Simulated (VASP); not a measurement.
The system is Re.

```xyz
2
Lattice="2.7608 0.0000 0.0000 -1.3804 2.3909 0.0000 0.0000 0.0000 4.4582" Properties=species:S:1:pos:R:3 pbc="T T T"
Re    0.0000    1.5939    1.1145
Re    1.3804    0.7970    3.3436
```

Base run:

* Program: VASP 6.6.1
* Functional: PBE
* Potentials or basis: VASP PAW PBE potentials, release 64 (Re)
* Cutoff: 520 eV
* k mesh: 14 × 14 × 8
* Occupations: fermi-dirac, width 0.05 eV
* Spin: no spin polarisation

Its results: band gap on the k mesh zero (bands 7 and 8 overlap by 3.26 eV); pressure 5.7 GPa.

**Question.** The run is repeated on the same cell with these changes: functional from PBE to r2SCAN. What comes out?

**Answer.** Band gap on the k mesh zero (bands 7 and 8 overlap by 3.40 eV); pressure -0.3 GPa.

Caveats: spin-orbit coupling is left out, which moves the levels of the heavy elements; the cell stands under pressure (at least some runs); the PAW data sets were made with another functional, which shifts forces and pressure a little (at least some runs).
